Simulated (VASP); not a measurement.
# BaO (Fm-3m) in VASP: a series of runs

Aim: see how the results for BaO move with the level of theory and the settings. Levels: PBE+D3(BJ), r2SCAN+D4. Tasks: relaxation of cell and atoms.

All numbers are computed with VASP 6.6.1; they aren't measurements. Logs are shortened: lines on timing, memory, paths and dates and some standing lists are left out, and cuts for length are marked.

## Step 1: The cell of the first run

Symmetry: Fm-3m, No. 225, cubic system. The conventional cell has a = 5.500 Å, b = 5.500 Å, c = 5.500 Å, α = 90.00°, β = 90.00°, γ = 90.00°. Within 3.6 Å of Ba (site symmetry m-3m) lie 6 O at 2.75 Å. O (site symmetry m-3m) has 6 Ba at 2.75 Å within 3.6 Å.

## Step 2: Relaxation of cell and atoms, PBE+D3(BJ)

Input file INCAR:

```
SYSTEM = BaO
ALGO = Normal
EDIFF = 1E-7
EDIFFG = -0.01
ENCUT = 600
GGA = PE
GGA_COMPAT = .False.
IBRION = 2
ISIF = 3
ISMEAR = 0
IVDW = 12
LASPH = .True.
LCHARG = .False.
LREAL = .False.
LWAVE = .False.
NELM = 120
NELMIN = 4
NSW = 80
PREC = Accurate
SIGMA = 0.01
```

Input file KPOINTS:

```
k-points
0
Gamma
  8 8 8
  0 0 0
```

Input file POSCAR:

```
BaO
1.0
    3.8890870000      0.0000000000      0.0000000000
    1.9445435000      3.3680481395      0.0000000000
    1.9445435000      1.1226827132      3.1754262384
Ba O
1 1
Direct
    0.0000000000      0.0000000000      0.0000000000
    0.5000000000      0.5000000000      0.5000000000
```

Potentials or basis: VASP PAW PBE potentials, release 64 (Ba_sv, O).

Run with:

```bash
cat potpaw_PBE.64/Ba_sv/POTCAR potpaw_PBE.64/O/POTCAR > POTCAR
mpirun -np 1 vasp_std > vasp.out
```

OUTCAR:

```text
SYSTEM = BaO
   EDIFF = 1E-7
   EDIFFG = -0.01
   ENCUT = 600
   GGA = PE
   IBRION = 2
   ISIF = 3
   ISMEAR = 0
   IVDW = 12
   LASPH = .True.
   LREAL = .False.
   NELM = 120
   NELMIN = 4
   NSW = 80
   PREC = Accurate
 IVDW          = 12

 ion  position               nearest neighbor table
   1  0.000  0.000  0.000-   2 2.75   2 2.75   2 2.75   2 2.75   2 2.75   2 2.75
   2  0.500  0.500  0.500-   1 2.75   1 2.75   1 2.75   1 2.75   1 2.75   1 2.75

  LATTYP: Found a face centered cubic cell.
 ALAT       =     5.4999995806

  Lattice vectors:

 A1 = (   3.8890870000,   0.0000000000,   0.0000000000)
 A2 = (   1.9445435000,   3.3680481395,   0.0000000000)
 A3 = (   1.9445435000,   1.1226827132,   3.1754262384)

Analysis of symmetry for initial positions (statically):
=====================================================================
 Subroutine PRICEL returns:
 Original cell was already a primitive cell.

 Routine SETGRP: Setting up the symmetry group for a
 face centered cubic supercell.

 Subroutine GETGRP returns: Found 48 space group operations
 (whereof 48 operations were pure point group operations)
 out of a pool of 48 trial point group operations.

The static configuration has the point symmetry O_h .

Analysis of symmetry for dynamics (positions and initial velocities):
=====================================================================
 Subroutine PRICEL returns:
 Original cell was already a primitive cell.

 Routine SETGRP: Setting up the symmetry group for a
 face centered cubic supercell.

 Subroutine GETGRP returns: Found 48 space group operations
 (whereof 48 operations were pure point group operations)
 out of a pool of 48 trial point group operations.

The dynamic configuration has the point symmetry O_h .

 Subroutine INISYM returns: Found 48 space group operations
 (whereof 48 operations are pure point group operations),
 and found     1 'primitive' translations

----------------------------------------------------------------------------------------

                                     Primitive cell

  volume of cell :      41.5937

  direct lattice vectors                    reciprocal lattice vectors
     3.889087000  0.000000000  0.000000000     0.257129758 -0.148453935 -0.104972784
     1.944543500  3.368048139  0.000000000     0.000000000  0.296907870 -0.104972784
     1.944543500  1.122682713  3.175426238     0.000000000  0.000000000  0.314918353

  length of vectors
     3.889087000  3.889087000  3.889087000     0.314918353  0.314918353  0.314918353

  position of ions in fractional coordinates (direct lattice)
     0.000000000  0.000000000  0.000000000
     0.500000000  0.500000000  0.500000000

  ion indices of the primitive-cell ions
   primitive index   ion index
                 1           1
                 2           2

----------------------------------------------------------------------------------------

 KPOINTS: k-points

Automatic generation of k-mesh.
 Grid dimensions read from file:
 generate k-points for:    8    8    8

 Generating k-lattice:

  Cartesian coordinates                     Fractional coordinates (reciprocal lattice)
     0.032141220 -0.018556742 -0.013121598     0.125000000  0.000000000  0.000000000
     0.000000000  0.037113484 -0.013121598     0.000000000  0.125000000 -0.000000000
     0.000000000  0.000000000  0.039364794     0.000000000  0.000000000  0.125000000

  Length of vectors
     0.039364794  0.039364794  0.039364794

  Shift w.r.t. Gamma in fractional coordinates (k-lattice)
     0.000000000  0.000000000  0.000000000

 Subroutine IBZKPT returns following result:
 ===========================================

 Found     29 irreducible k-points:

 Following reciprocal coordinates:
            Coordinates               Weight
  0.000000  0.000000  0.000000      1.000000
  0.125000 -0.000000 -0.000000      8.000000
  0.250000 -0.000000 -0.000000      8.000000
  0.375000 -0.000000  0.000000      8.000000
  0.500000 -0.000000 -0.000000      4.000000
  0.125000  0.125000 -0.000000      6.000000
[... 16 lines left out ...]
  0.500000  0.250000  0.125000     48.000000
 -0.375000  0.250000  0.125000     24.000000
 [... further k-points ...]
   k-points           NKPTS =     29   k-points in BZ     NKDIM =     29   number of bands    NBANDS=     12
   number of dos      NEDOS =    301   number of ions     NIONS =      2
   total plane-waves  NPLWV =  32768
   dimension x,y,z NGX =    32 NGY =   32 NGZ =   32
   dimension x,y,z NGXF=    64 NGYF=   64 NGZF=   64
   ions per type =               1   1
   NGX,Y,Z   is equivalent  to a cutoff of  13.68, 13.68, 13.68 a.u.
   NGXF,Y,Z  is equivalent  to a cutoff of  27.36, 27.36, 27.36 a.u.
 SYSTEM =  BaO
   PREC   = accura    normal or accurate (medium, high low for compatibility)
   ISTART =      0    job   : 0-new  1-cont  2-samecut
   ICHARG =      2    charge: 1-file 2-atom 10-const
   ISPIN  =      1    spin polarized calculation?
   LNONCOLLINEAR =      F non collinear calculations
   LSORBIT =      F    spin-orbit coupling
   LASPH  =      T    aspherical Exc in radial PAW
   ENCUT  =  600.0 eV  44.10 Ry    6.64 a.u.   7.77  7.77  7.77*2*pi/ulx,y,z
   NELM   =    120;   NELMIN=  4; NELMDL= -5     # of ELM steps
   EDIFF  = 0.1E-06   stopping-criterion for ELM
   LREAL  =      F    real-space projection
   EDIFFG = -.1E-01   stopping-criterion for IOM
   NSW    =     80    number of steps for IOM
   IBRION =      2    ionic relax: 0-MD 1-quasi-New 2-CG
   NFREE  =      1    steps in history (QN), initial steepest desc. (CG)
   ISIF   =      3    stress and relaxation
   ISYM   =      2    0-nonsym 1-usesym 2-fastsym
   POTIM  = 0.5000    time-step for ionic-motion
   TEBEG  =    0.0;   TEEND  =   0.0 temperature during run
   PSTRESS=    0.0 pullay stress
   NELECT =      16.0000    total number of electrons
   NUPDOWN=      -1.0000    fix difference up-down
   EMIN   =  10.00;   EMAX   =-10.00  energy-range for DOS
   EFERMI =   0.00;   METHOD = LEGACY
   ISMEAR =     0;   SIGMA  =   0.01  broadening in eV -4-tet -1-fermi 0-gaus
   EFERMI_NEDOS =   21; number of points for ismear=-14 and -15
   IALGO  =     38    algorithm
   IMIX   =      4    mixing-type and parameters
     AMIX     =   0.40;   BMIX     =  1.00
     AMIX_MAG =   1.60;   BMIX_MAG =  1.00
  volume/ion in A,a.u.               =      20.80       140.34
  Fermi-wavevector in a.u.,A,eV,Ry     =   1.190617  2.249940 19.287203  1.417569
  Thomas-Fermi vector in A             =   2.326698
   LORBIT       =      0    0 simple, 1 ext, 2 COOP (PROOUT), +10 PAW based schemes
   GGA     = PE    functional components
   LHFCALC =     F    Hartree Fock is set to
   AEXX    =    0.0000 exact exchange contribution
   IVDW    =    12    specifies the selected vdW correction
   LEPSILON=     F    determine dielectric tensor
   LRPA    =     F    only Hartree local field effects (RPA)
 conjugate gradient relaxation of ions
 non-spin polarized calculation
 Gauss-broadening in eV      SIGMA  =   0.01
  energy-cutoff  :      600.00
  volume of cell :       41.59
 maximum number of plane-waves:      1411
   NGX = 15   NGY = 15   NGZ = 15

--------------------------------------- Ionic step        1  -------------------------------------------

 number of electron      15.9999997 magnetization

 Free energy of the ion-electron system (eV)
  ---------------------------------------------------
  ext. energy  EPLUGINS =         0.00000000
  ---------------------------------------------------
  free energy    TOTEN  =       -11.77217395 eV

  energy without entropy =      -11.77217395  energy(sigma->0) =      -11.77217395

------------------------ aborting loop because EDIFF is reached ----------------------------------------

 Edisp (eV)   -0.46331

 E8    (eV) :    -0.2396

  FORCE on cell =-STRESS in cart. coord.  units (eV):
  Direction    XX          YY          ZZ          XY          YZ          ZX
  --------------------------------------------------------------------------------------
  -------------------------------------------------------------------------------------
  Total       0.76794     0.76794     0.76794    -0.00000     0.00000    -0.00000
  in kB      29.58080    29.58080    29.58080    -0.00000     0.00000    -0.00000
  external pressure =       29.58 kB  Pullay stress =        0.00 kB
[... 61 lines left out ...]
  energy  without entropy=      -12.2467369483  energy(sigma->0) =      -12.24673695

--------------------------------------- Ionic step        3  -------------------------------------------

 number of electron      16.0000001 magnetization

 Free energy of the ion-electron system (eV)
  ---------------------------------------------------
  ext. energy  EPLUGINS =         0.00000000
  ---------------------------------------------------
  free energy    TOTEN  =       -11.80391777 eV

  energy without entropy =      -11.80391777  energy(sigma->0) =      -11.80391777

 E-fermi :   1.8892     XC(G=0):  -9.5443

 val. band max:        1.7629789951   @ k =   0.5000   0.5000  -0.0000
 cond. band min:       3.7925163908   @ k =   0.5000   0.5000  -0.0000
 fundamental gap:      2.0295373957
 Fermi energy:         1.8892163038

 k-point     1 :       0.0000    0.0000    0.0000
  band No.  band energies     occupation
      1     -24.1490      2.00000
      2     -13.2057      2.00000
      3      -8.6925      2.00000
      4      -8.6925      2.00000
      5      -8.6925      2.00000
      6       1.4628      2.00000
      7       1.4628      2.00000
      8       1.4628      2.00000
      9       5.2401      0.00000
     10       6.4549      0.00000
     11       6.4549      0.00000
     12       6.4549      0.00000
[... 331 lines left out ...]
 k-point    24 :      -0.3750    0.2500    0.1250
  band No.  band energies     occupation
      1     -23.8756      2.00000
      2     -13.7325      2.00000
      3      -9.2863      2.00000
      4      -9.2838      2.00000
      5      -8.8014      2.00000
      6       0.2904      2.00000
      7       0.8752      2.00000
      8       0.9438      2.00000
      9       6.6040      0.00000
     10       7.2045      0.00000
     11       9.5175      0.00000
     12       9.5629      0.00000

 [... further k-points ...]

------------------------ aborting loop because EDIFF is reached ----------------------------------------

 Edisp (eV)   -0.44574

 E8    (eV) :    -0.2304

  FORCE on cell =-STRESS in cart. coord.  units (eV):
  Direction    XX          YY          ZZ          XY          YZ          ZX
  --------------------------------------------------------------------------------------
  -------------------------------------------------------------------------------------
  Total       0.00130     0.00130     0.00130     0.00000     0.00000    -0.00000
  in kB       0.04831     0.04831     0.04831     0.00000     0.00000    -0.00000
  external pressure =        0.05 kB  Pullay stress =        0.00 kB
[... 17 lines left out ...]
  FREE ENERGIE OF THE ION-ELECTRON SYSTEM (eV)
  ---------------------------------------------------
  free  energy   TOTEN  =       -12.2496610933 eV

  energy  without entropy=      -12.2496610933  energy(sigma->0) =      -12.24966109

 reached required accuracy - stopping structural energy minimisation
```

It took 40 s on 1 thread of AMD EPYC 9R45 (Zen 5), shared host; peak memory 0.16 GiB.

What came out:

```
Free energy                            : -12.2497 eV
Relaxed volume                         : 21.59 Å³/atom
Relaxed cell                           : a = 3.938 Å, b = 3.938 Å, c = 3.938 Å, α = 60.00°, β = 60.00°, γ = 60.00°
Space group after relaxing (to 0.05 Å) : Fm-3m (No. 225)
Energy gained by relaxing              : 7.1 meV/atom
Ionic steps                            : 3
Pressure after relaxing                : 0.0 GPa
Band gap on the k mesh                 : 2.03 eV, direct
Dispersion energy per atom             : -0.223 eV
```

Step by step:
```tsv
step	energy change (eV)	largest force (eV/Å)	pressure (GPa)	volume (Å³)
1	0.0000	0.0000	2.96	41.59
2	-0.0112	0.0000	-1.21	43.95
3	-0.0142	0.0000	0.00	43.18
```

Final structure:
```
Ba O
1.0
     3.93805    0.00000    0.00000
     1.96903    3.41046    0.00000
     1.96903    1.13682    3.21541
Ba O
1 1
Direct
  0.00000 0.00000 0.00000
  0.50000 0.50000 0.50000
```

Levels at points of the mesh, in eV from the valence-band top:
```
           k point  band 5  band 6  band 7  band 8  band 9  band 10  band 11  band 12
(0.00, 0.00, 0.00)  -10.46   -0.30   -0.30   -0.30    3.48     4.69     4.69     4.69
(0.50, 0.00, 0.00)  -10.57   -1.93   -1.40   -1.40    4.91     7.11     7.11     8.10
(0.50, 0.50, 0.00)  -11.01   -0.13   -0.13    0.00    2.03     5.91     8.81     9.29
```

Caveat: spin-orbit coupling is left out, which moves the levels of the heavy elements.

## Step 3: Relaxation of cell and atoms, r2SCAN+D4

POSCAR is that of step 2.

Input file INCAR.step1:

```
SYSTEM = BaO
  PREC = Accurate
  ENCUT = 660
  ISMEAR = 0
  SIGMA = 0.01
  LREAL = .FALSE.
  LASPH = .TRUE.
  NELM = 120
  GGA = PE
  ALGO = Normal
  EDIFF = 1E-5
  LWAVE = .TRUE.
  LCHARG = .FALSE.
  GGA_COMPAT = .FALSE.
  IBRION = 2
  ISIF = 3
  EDIFFG = -0.005
  NELMIN = 4
  NSW = 100
```

Input file INCAR.step2:

```
SYSTEM = BaO
  PREC = Accurate
  ENCUT = 660
  EDIFF = 1E-7
  ISMEAR = 0
  SIGMA = 0.01
  LREAL = .FALSE.
  LASPH = .TRUE.
  NELM = 120
  ALGO = Normal
  ISIF = 3
  LWAVE = .FALSE.
  LCHARG = .FALSE.
  METAGGA = R2SCAN
  LMIXTAU = .TRUE.
  IVDW = 13
  VDW_S6 = 1.0
  VDW_S8 = 0.6018749
  VDW_A1 = 0.51559235
  VDW_A2 = 5.77342911
  IBRION = 2
  NSW = 80
  EDIFFG = -0.01
  ISTART = 1
  GGA_COMPAT = .FALSE.
  NELMIN = 4
```

Input file KPOINTS:

```
regular mesh
0
G
  8 8 8
  0 0 0
```

Potentials or basis: VASP PAW PBE potentials, release 64 (Ba_sv, O).

Run with:

```bash
cat potpaw_PBE.64/Ba_sv/POTCAR potpaw_PBE.64/O/POTCAR > POTCAR
cp INCAR.step1 INCAR
mpirun -np 1 vasp_std > vasp.out
cp INCAR.step2 INCAR
mpirun -np 1 vasp_std > vasp.out
```

Run time: 6.5 min. Hardware: 1 thread of AMD EPYC 9R45 (Zen 5), shared host; peak memory 0.2 GiB.

It converged, with:

```
Free energy                            : -37.9606 eV
Relaxed volume                         : 21.58 Å³/atom
Relaxed cell                           : a = 3.938 Å, b = 3.938 Å, c = 3.938 Å, α = 60.00°, β = 60.00°, γ = 60.00°
Space group after relaxing (to 0.05 Å) : Fm-3m (No. 225)
Energy gained by relaxing              : 7.4 meV/atom
Ionic steps                            : 3
Pressure after relaxing                : 0.0 GPa
Band gap on the k mesh                 : 2.36 eV, direct
Dispersion energy per atom             : -0.066 eV
```

Step by step:
```tsv
step	energy change (eV)	largest force (eV/Å)	pressure (GPa)	volume (Å³)
1	0.0000	0.0000	3.11	41.59
2	-0.0104	0.0000	-1.50	44.07
3	-0.0148	0.0000	0.00	43.17
```

Final structure:
```
Ba O
1.0
     3.93760    0.00000    0.00000
     1.96880    3.41006    0.00000
     1.96880    1.13669    3.21504
Ba O
1 1
Direct
  0.00000 0.00000 0.00000
  0.50000 0.50000 0.50000
```

Levels at points of the mesh, in eV from the valence-band top:
```
           k point  band 5  band 6  band 7  band 8  band 9  band 10  band 11  band 12
(0.00, 0.00, 0.00)  -10.79   -0.33   -0.33   -0.33    4.06     5.13     5.13     5.13
(0.50, 0.00, 0.00)  -10.90   -1.91   -1.43   -1.43    5.30     7.61     7.61     8.61
(0.50, 0.50, 0.00)  -11.34   -0.15   -0.15    0.00    2.36     6.51     9.48     9.87
```

Caveat: the PAW data sets were made with another functional, which shifts forces and pressure a little; spin-orbit coupling is left out, which moves the levels of the heavy elements. Zero-point motion and thermal expansion aren't in these numbers.
